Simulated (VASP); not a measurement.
Wanted: the native input for a VASP 6.6.1 run.

```
Task                   : relaxation of cell and atoms
Functional             : PBE
Dispersion             : D3(BJ)
Potentials or basis    : VASP PAW PBE potentials, release 64 (C, S)
Cutoff                 : 600 eV
k mesh                 : 12 × 12 × 20
Occupations            : gaussian, width 0.1 eV
Spin                   : no spin polarisation
Dipole correction      : no
Further INCAR settings : ALGO = Normal; EDIFF = 1e-06; IBRION = 2; EDIFFG = -0.01; NSW = 100; ISIF = 3
```

The structure of CS2 lies in POSCAR:

```
CS2
1.0
    4.1836237640      0.0000000000      0.0000000000
    0.0000000000      4.1836237640      0.0000000000
    0.0000000000      0.0000000000      2.2246552262
C S
1 2
Direct
    0.0000000000      0.0000000000      0.0000000000
    0.0000000000      0.5000000000      0.0000000000
    0.5000000000      0.0000000000      0.0000000000
```

The cell was built from a structure type or drawn by symmetry, and may not be a known phase.

One way to write it, as run:

INCAR

```
SYSTEM = CS2
PREC = Accurate
ENCUT = 600
EDIFF = 1E-6
ISMEAR = 0
SIGMA = 0.1
LREAL = .False.
LASPH = .True.
NELM = 60
ALGO = Normal
ISIF = 3
LWAVE = .False.
LCHARG = .False.
GGA = PE
IVDW = 12
IBRION = 2
NSW = 100
EDIFFG = -0.01
```

KPOINTS

```
regular mesh
0
Gamma
  12 12 20
  0 0 0
```

Potentials or basis: VASP PAW PBE potentials, release 64 (C, S).

Launch:

```sh
$ cat potpaw_PBE.64/C/POTCAR potpaw_PBE.64/S/POTCAR > POTCAR
$ mpirun -np 1 vasp_std > vasp.out
```

Results of the run:

| Item | Value |
| --- | --- |
| Relaxed volume | 12.94 Å³/atom |
| Relaxed cell | a = 4.166 Å, b = 4.166 Å, c = 2.237 Å, α = 90.00°, β = 90.00°, γ = 90.00° |
| Space group after relaxing (to 0.1 Å) | P4/mmm (No. 123) |
| Energy gained by relaxing | 0.7 meV/atom |
| Ionic steps | 4 |
| Pressure after relaxing | 0.0 GPa |
| Band gap on the k mesh | zero (bands 8 and 9 overlap by 5.48 eV) |
| Dispersion energy per atom | -0.306 eV |

Wall time 5.8 min on 1 thread of Intel Xeon 8259CL (shared host), peak memory 0.3 GiB.
